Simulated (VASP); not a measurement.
# KMgF3 (Pm-3m) in VASP: a series of runs, part 2 of 2

VASP 6.6.1. The steps go on from the part before.

## 3. Single point, r2SCAN

This run uses another cell than the first one, of 13.15 Å³/atom, 1.020 times its volume.

POSCAR

```
KMgF3
1.0
    4.0360915800      0.0000000000      0.0000000000
    0.0000000000      4.0360915800      0.0000000000
    0.0000000000      0.0000000000      4.0360915800
K Mg F
1 1 3
Direct
    0.5000000000      0.5000000000      0.5000000000
    0.0000000000      0.0000000000      0.0000000000
    0.5000000000      0.0000000000      0.0000000000
    0.0000000000      0.5000000000      0.0000000000
    0.0000000000      0.0000000000      0.5000000000
```

INCAR.step1

```
SYSTEM = KMgF3
ALGO = Normal
EDIFF = 1E-4
ENCUT = 520
GGA = PE
ISMEAR = -1
LASPH = .TRUE.
LCHARG = .FALSE.
LREAL = .FALSE.
LWAVE = .TRUE.
NBANDS = 24
NELM = 100
PREC = Accurate
SIGMA = 0.02
```

INCAR.step2

```
SYSTEM = KMgF3
ALGO = Normal
EDIFF = 1E-7
ENCUT = 520
ISIF = 2
ISMEAR = -1
ISTART = 1
LASPH = .TRUE.
LCHARG = .FALSE.
LMIXTAU = .TRUE.
LREAL = .FALSE.
LWAVE = .FALSE.
METAGGA = R2SCAN
NBANDS = 24
NELM = 100
PREC = Accurate
SIGMA = 0.02
```

KPOINTS

```
k-points
0
G
  8 8 8
  0 0 0
```

Potentials or basis: VASP PAW PBE potentials, release 64 (K_sv, Mg, F).

On the command line:

```
$ cat potpaw_PBE.64/K_sv/POTCAR potpaw_PBE.64/Mg/POTCAR potpaw_PBE.64/F/POTCAR > POTCAR
$ cp INCAR.step1 INCAR
$ mpirun -np 1 vasp_std > vasp.out
$ cp INCAR.step2 INCAR
$ mpirun -np 1 vasp_std > vasp.out
```

OUTCAR:

```text
SYSTEM = KMgF3
   EDIFF = 1E-7
   ENCUT = 520
   ISIF = 2
   ISMEAR = -1
   ISTART = 1
   LASPH = .TRUE.
   LREAL = .FALSE.
   METAGGA = R2SCAN
   NELM = 100
   PREC = Accurate

 ion  position               nearest neighbor table
   1  0.500  0.500  0.500-   3 2.85   4 2.85   5 2.85   3 2.85   4 2.85   3 2.85   5 2.85   3 2.85
                             4 2.85   5 2.85   4 2.85   5 2.85   2 3.50   2 3.50   2 3.50   2 3.50
   2  0.000  0.000  0.000-   3 2.02   4 2.02   5 2.02   5 2.02   4 2.02   3 2.02   1 3.50   1 3.50
                             1 3.50   1 3.50   1 3.50   1 3.50   1 3.50   1 3.50
[... 854 lines left out ...]
  -------------------------------------------------------------------------------------
  Total       -1.4604222     -1.4604222     -1.4604222     -0.0000000     -0.0000000      0.0000000
  in kB      -35.5881970    -35.5881970    -35.5881970     -0.0000000     -0.0000000      0.0000000
  external PRESSURE =     -35.5881970 kB  Pullay stress =       0.0000000 kB

 VOLUME and BASIS-vectors are now :
 -----------------------------------------------------------------------------
  energy-cutoff  :      520.00
  volume of cell :       65.75
      direct lattice vectors                 reciprocal lattice vectors
     4.036091580  0.000000000  0.000000000     0.247764447  0.000000000  0.000000000
     0.000000000  4.036091580  0.000000000     0.000000000  0.247764447  0.000000000
     0.000000000  0.000000000  4.036091580     0.000000000  0.000000000  0.247764447

 POSITION                                       TOTAL-FORCE (eV/Angst)
 -----------------------------------------------------------------------------------
      2.01805      2.01805      2.01805         0.000000      0.000000      0.000000
      0.00000      0.00000      0.00000         0.000000      0.000000      0.000000
      2.01805      0.00000      0.00000         0.000000      0.000000      0.000000
      0.00000      2.01805      0.00000         0.000000      0.000000      0.000000
      0.00000      0.00000      2.01805         0.000000      0.000000      0.000000
 -----------------------------------------------------------------------------------
    total drift:                                0.000000     -0.000000      0.000000

  FREE ENERGIE OF THE ION-ELECTRON SYSTEM (eV)
  ---------------------------------------------------
  free  energy   TOTEN  =       -37.3854936279 eV

  energy  without entropy=      -37.3854936279  energy(sigma->0) =      -37.38549363
```

OUTCAR.step1:

```text
SYSTEM = KMgF3
   EDIFF = 1E-4
   ENCUT = 520
   GGA = PE
   ISMEAR = -1
   LASPH = .TRUE.
[... 881 lines left out ...]
      2.01805      0.00000      0.00000         0.000000      0.000000      0.000000
      0.00000      2.01805      0.00000         0.000000      0.000000      0.000000
      0.00000      0.00000      2.01805         0.000000      0.000000      0.000000
 -----------------------------------------------------------------------------------
    total drift:                                0.000000     -0.000000      0.000000

  FREE ENERGIE OF THE ION-ELECTRON SYSTEM (eV)
  ---------------------------------------------------
  free  energy   TOTEN  =       -24.4477825264 eV

  energy  without entropy=      -24.4477825264  energy(sigma->0) =      -24.44778253
```

Run time: 1.9 min. Hardware: 1 thread of Intel Xeon Platinum 8488C (Sapphire Rapids), shared host; peak memory 0.2 GiB.

What came out:

```yaml
Free_energy: -37.3855 eV
Pressure: -3.6 GPa
Band_gap_on_the_k_mesh: 7.96 eV, indirect (least direct gap 8.28 eV)
```

Levels at points of the mesh, in eV from the valence-band top:
| k point | band 13 | band 14 | band 15 | band 16 | band 17 | band 18 | band 19 | band 20 |
| --- | --- | --- | --- | --- | --- | --- | --- | --- |
| (0.00, 0.00, 0.00) | -0.60 | -0.32 | -0.32 | -0.32 | 7.96 | 10.78 | 10.78 | 13.07 |
| (0.50, 0.00, 0.00) | -0.82 | -0.82 | -0.51 | -0.51 | 10.77 | 11.08 | 11.80 | 13.59 |
| (0.50, 0.50, 0.00) | -0.97 | -0.86 | -0.86 | -0.02 | 11.65 | 12.36 | 13.29 | 13.29 |
| (0.50, 0.50, 0.50) | -1.09 | 0.00 | 0.00 | 0.00 | 11.22 | 11.22 | 11.22 | 14.84 |

Caveat: the PAW data sets were made with another functional, which shifts forces and pressure a little. r2SCAN opens gaps a little over a GGA but as a rule still falls short of measured ones.

## 4. Single point, r2SCAN

This run uses another cell than the first one, of 13.40 Å³/atom, 1.039 times its volume.

Edit POSCAR of step 3 so:

```diff
@@ -2,5 +2,5 @@
 1.0
-    4.0360915800      0.0000000000      0.0000000000
-    0.0000000000      4.0360915800      0.0000000000
-    0.0000000000      0.0000000000      4.0360915800
+    4.0617998600      0.0000000000      0.0000000000
+    0.0000000000      4.0617998600      0.0000000000
+    0.0000000000      0.0000000000      4.0617998600
 K Mg F
```

INCAR.step1

```
SYSTEM = KMgF3
ALGO = Normal
EDIFF = 1E-4
ENCUT = 520
GGA = PE
ISMEAR = -1
LASPH = .True.
LCHARG = .False.
LREAL = .False.
LWAVE = .True.
NBANDS = 24
NELM = 80
PREC = Accurate
SIGMA = 0.02
```

INCAR.step2

```
SYSTEM = KMgF3
ALGO = Normal
EDIFF = 1E-6
ENCUT = 520
ISIF = 2
ISMEAR = -1
ISTART = 1
LASPH = .True.
LCHARG = .False.
LMIXTAU = .True.
LREAL = .False.
LWAVE = .False.
METAGGA = R2SCAN
NBANDS = 24
NELM = 80
PREC = Accurate
SIGMA = 0.02
```

KPOINTS

```
k-points
0
Gamma
  8 8 8
  0 0 0
```

Potentials or basis: VASP PAW PBE potentials, release 64 (K_sv, Mg, F).

On the command line:

```
$ cat potpaw_PBE.64/K_sv/POTCAR potpaw_PBE.64/Mg/POTCAR potpaw_PBE.64/F/POTCAR > POTCAR
$ cp INCAR.step1 INCAR
$ mpirun -np 1 vasp_std > vasp.out
$ cp INCAR.step2 INCAR
$ mpirun -np 1 vasp_std > vasp.out
```

OUTCAR:

```text
SYSTEM = KMgF3
   EDIFF = 1E-6
   ENCUT = 520
   ISIF = 2
   ISMEAR = -1
   ISTART = 1
   LASPH = .True.
   LREAL = .False.
   METAGGA = R2SCAN
   NELM = 80
   PREC = Accurate

 ion  position               nearest neighbor table
   1  0.500  0.500  0.500-   2 3.52   2 3.52   2 3.52   2 3.52   2 3.52   2 3.52   2 3.52   2 3.52

   2  0.000  0.000  0.000-   3 2.03   4 2.03   5 2.03   5 2.03   4 2.03   3 2.03   1 3.52   1 3.52
                             1 3.52   1 3.52   1 3.52   1 3.52   1 3.52   1 3.52
   3  0.500  0.000  0.000-   2 2.03   2 2.03
   4  0.000  0.500  0.000-   2 2.03   2 2.03
   5  0.000  0.000  0.500-   2 2.03   2 2.03

  LATTYP: Found a simple cubic cell.
 ALAT       =     4.0617998600

  Lattice vectors:

 A1 = (   4.0617998600,   0.0000000000,   0.0000000000)
 A2 = (   0.0000000000,   4.0617998600,   0.0000000000)
 A3 = (   0.0000000000,   0.0000000000,   4.0617998600)

Analysis of symmetry for initial positions (statically):
=====================================================================
 Subroutine PRICEL returns:
 Original cell was already a primitive cell.

 Routine SETGRP: Setting up the symmetry group for a
 simple cubic supercell.

 Subroutine GETGRP returns: Found 48 space group operations
 (whereof 48 operations were pure point group operations)
 out of a pool of 48 trial point group operations.

The static configuration has the point symmetry O_h .

Analysis of symmetry for dynamics (positions and initial velocities):
=====================================================================
 Subroutine PRICEL returns:
 Original cell was already a primitive cell.

 Routine SETGRP: Setting up the symmetry group for a
 simple cubic supercell.

 Subroutine GETGRP returns: Found 48 space group operations
 (whereof 48 operations were pure point group operations)
 out of a pool of 48 trial point group operations.

The dynamic configuration has the point symmetry O_h .

 Subroutine INISYM returns: Found 48 space group operations
 (whereof 48 operations are pure point group operations),
 and found     1 'primitive' translations

----------------------------------------------------------------------------------------

                                     Primitive cell

  volume of cell :      67.0125

  direct lattice vectors                    reciprocal lattice vectors
     4.061799860  0.000000000  0.000000000     0.246196276  0.000000000  0.000000000
     0.000000000  4.061799860  0.000000000     0.000000000  0.246196276  0.000000000
     0.000000000  0.000000000  4.061799860     0.000000000  0.000000000  0.246196276

  length of vectors
     4.061799860  4.061799860  4.061799860     0.246196276  0.246196276  0.246196276

  position of ions in fractional coordinates (direct lattice)
     0.500000000  0.500000000  0.500000000
     0.000000000  0.000000000  0.000000000
     0.500000000  0.000000000  0.000000000
     0.000000000  0.500000000  0.000000000
     0.000000000  0.000000000  0.500000000

  ion indices of the primitive-cell ions
[... 26 lines left out ...]
     0.000000000  0.000000000  0.000000000

 Subroutine IBZKPT returns following result:
 ===========================================

 Found     35 irreducible k-points:

 Following reciprocal coordinates:
            Coordinates               Weight
  0.000000  0.000000  0.000000      1.000000
  0.125000  0.000000  0.000000      6.000000
  0.250000  0.000000  0.000000      6.000000
  0.375000  0.000000  0.000000      6.000000
  0.500000  0.000000  0.000000      3.000000
  0.125000  0.125000  0.000000     12.000000
[... 16 lines left out ...]
  0.375000  0.375000  0.125000     24.000000
  0.500000  0.375000  0.125000     24.000000
 [... further k-points ...]
   k-points           NKPTS =     35   k-points in BZ     NKDIM =     35   number of bands    NBANDS=     24
   number of dos      NEDOS =    301   number of ions     NIONS =      5
   total plane-waves  NPLWV =  27000
   dimension x,y,z NGX =    30 NGY =   30 NGZ =   30
   dimension x,y,z NGXF=    60 NGYF=   60 NGZF=   60
   ions per type =               1   1   3
   NGX,Y,Z   is equivalent  to a cutoff of  12.28, 12.28, 12.28 a.u.
   NGXF,Y,Z  is equivalent  to a cutoff of  24.56, 24.56, 24.56 a.u.
 SYSTEM =  KMgF3
   PREC   = accura    normal or accurate (medium, high low for compatibility)
   ISTART =      1    job   : 0-new  1-cont  2-samecut
   ICHARG =      0    charge: 1-file 2-atom 10-const
   ISPIN  =      1    spin polarized calculation?
   LNONCOLLINEAR =      F non collinear calculations
   LSORBIT =      F    spin-orbit coupling
   LASPH  =      T    aspherical Exc in radial PAW
   ENCUT  =  520.0 eV  38.22 Ry    6.18 a.u.   7.55  7.55  7.55*2*pi/ulx,y,z
   NELM   =     80;   NELMIN=  2; NELMDL=  0     # of ELM steps
   EDIFF  = 0.1E-05   stopping-criterion for ELM
   LREAL  =      F    real-space projection
   EDIFFG = 0.1E-04   stopping-criterion for IOM
   NSW    =      0    number of steps for IOM
   IBRION =     -1    ionic relax: 0-MD 1-quasi-New 2-CG
   NFREE  =      0    steps in history (QN), initial steepest desc. (CG)
   ISIF   =      2    stress and relaxation
   ISYM   =      2    0-nonsym 1-usesym 2-fastsym
   POTIM  = 0.5000    time-step for ionic-motion
   TEBEG  =    0.0;   TEEND  =   0.0 temperature during run
   PSTRESS=    0.0 pullay stress
   NELECT =      32.0000    total number of electrons
   NUPDOWN=      -1.0000    fix difference up-down
   EMIN   =  10.00;   EMAX   =-10.00  energy-range for DOS
   EFERMI =   0.00;   METHOD = LEGACY
   ISMEAR =    -1;   SIGMA  =   0.02  broadening in eV -4-tet -1-fermi 0-gaus
   EFERMI_NEDOS =   21; number of points for ismear=-14 and -15
   IALGO  =     38    algorithm
   IMIX   =      4    mixing-type and parameters
     AMIX     =   0.40;   BMIX     =  1.00
     AMIX_MAG =   1.60;   BMIX_MAG =  1.00
  volume/ion in A,a.u.               =      13.40        90.44
  Fermi-wavevector in a.u.,A,eV,Ry     =   1.279596  2.418086 22.277726  1.637367
  Thomas-Fermi vector in A             =   2.412073
   LORBIT       =      0    0 simple, 1 ext, 2 COOP (PROOUT), +10 PAW based schemes
   METAGGA = R2SCAN    functional components
   LHFCALC =     F    Hartree Fock is set to
   AEXX    =    0.0000 exact exchange contribution
   IVDW    =     0    specifies the selected vdW correction
   LEPSILON=     F    determine dielectric tensor
   LRPA    =     F    only Hartree local field effects (RPA)
 non-spin polarized calculation
  energy-cutoff  :      520.00
  volume of cell :       67.01
 maximum number of plane-waves:      1856
   NGX = 15   NGY = 15   NGZ = 15

 number of electron      31.9999962 magnetization

 Free energy of the ion-electron system (eV)
  ---------------------------------------------------
  ext. energy  EPLUGINS =         0.00000000
  ---------------------------------------------------
  free energy    TOTEN  =       -37.35542826 eV

  energy without entropy =      -37.35542826  energy(sigma->0) =      -37.35542826

 E-fermi :  -2.0675     XC(G=0):  -9.9029

 val. band max:       -2.4865454092   @ k =   0.5000   0.5000   0.5000
 cond. band min:       5.3287272631   @ k =   0.0000   0.0000   0.0000
 fundamental gap:      7.8152726723
 Fermi energy:        -2.0675279082

 k-point     1 :       0.0000    0.0000    0.0000
  band No.  band energies     occupation
      1     -29.2069      2.00000
      2     -23.5832      2.00000
      3     -23.0222      2.00000
      4     -23.0222      2.00000
      5     -11.9256      2.00000
      6     -11.9256      2.00000
[... 637 lines left out ...]
     23      12.4621      0.00000
     24      13.0347      0.00000

 [... further k-points ...]

------------------------ aborting loop because EDIFF is reached ----------------------------------------

  FORCE on cell =-STRESS in cart. coord.  units (eV):
  Direction    XX          YY          ZZ          XY          YZ          ZX
  --------------------------------------------------------------------------------------
  -------------------------------------------------------------------------------------
  Total       -1.9782072     -1.9782072     -1.9782072     -0.0000000     -0.0000000      0.0000000
  in kB      -47.2962589    -47.2962589    -47.2962589     -0.0000000     -0.0000000      0.0000000
  external PRESSURE =     -47.2962589 kB  Pullay stress =       0.0000000 kB

 VOLUME and BASIS-vectors are now :
 -----------------------------------------------------------------------------
  energy-cutoff  :      520.00
  volume of cell :       67.01
      direct lattice vectors                 reciprocal lattice vectors
     4.061799860  0.000000000  0.000000000     0.246196276  0.000000000  0.000000000
     0.000000000  4.061799860  0.000000000     0.000000000  0.246196276  0.000000000
     0.000000000  0.000000000  4.061799860     0.000000000  0.000000000  0.246196276

 POSITION                                       TOTAL-FORCE (eV/Angst)
 -----------------------------------------------------------------------------------
      2.03090      2.03090      2.03090         0.000000      0.000000      0.000000
      0.00000      0.00000      0.00000         0.000000      0.000000      0.000000
      2.03090      0.00000      0.00000         0.000000      0.000000      0.000000
      0.00000      2.03090      0.00000         0.000000      0.000000      0.000000
      0.00000      0.00000      2.03090         0.000000      0.000000      0.000000
 -----------------------------------------------------------------------------------
    total drift:                                0.000000     -0.000000      0.000000

  FREE ENERGIE OF THE ION-ELECTRON SYSTEM (eV)
  ---------------------------------------------------
  free  energy   TOTEN  =       -37.3554282594 eV

  energy  without entropy=      -37.3554282594  energy(sigma->0) =      -37.35542826
```

It took 2.2 min on 1 thread of Intel Xeon Platinum 8488C (Sapphire Rapids), shared host; peak memory 0.2 GiB.

What came out:

```
Free energy            : -37.3554 eV
Pressure               : -4.7 GPa
Band gap on the k mesh : 7.82 eV, indirect (least direct gap 8.13 eV)
```

Caveat: the PAW data sets were made with another functional, which shifts forces and pressure a little.

## 5. Overview

```tsv
cell	gap on the mesh (eV)	pressure (GPa)
a = 4.010 Å, 5 atoms	8.11	-2.3
a = 4.036 Å, 5 atoms	7.96	-3.6
a = 4.062 Å, 5 atoms	7.82	-4.7
```

Alike in all rows: task single point; level r2SCAN; potentials or basis VASP PAW PBE potentials, release 64 (K_sv, Mg, F); no spin polarisation; k mesh 8 × 8 × 8; cutoff (eV) 520; smearing fermi-dirac 0.02 eV.

Caveats: the PAW data sets were made with another functional, which shifts forces and pressure a little.

Total energies depend on the potentials used, so only differences within one code and one set of settings carry meaning.
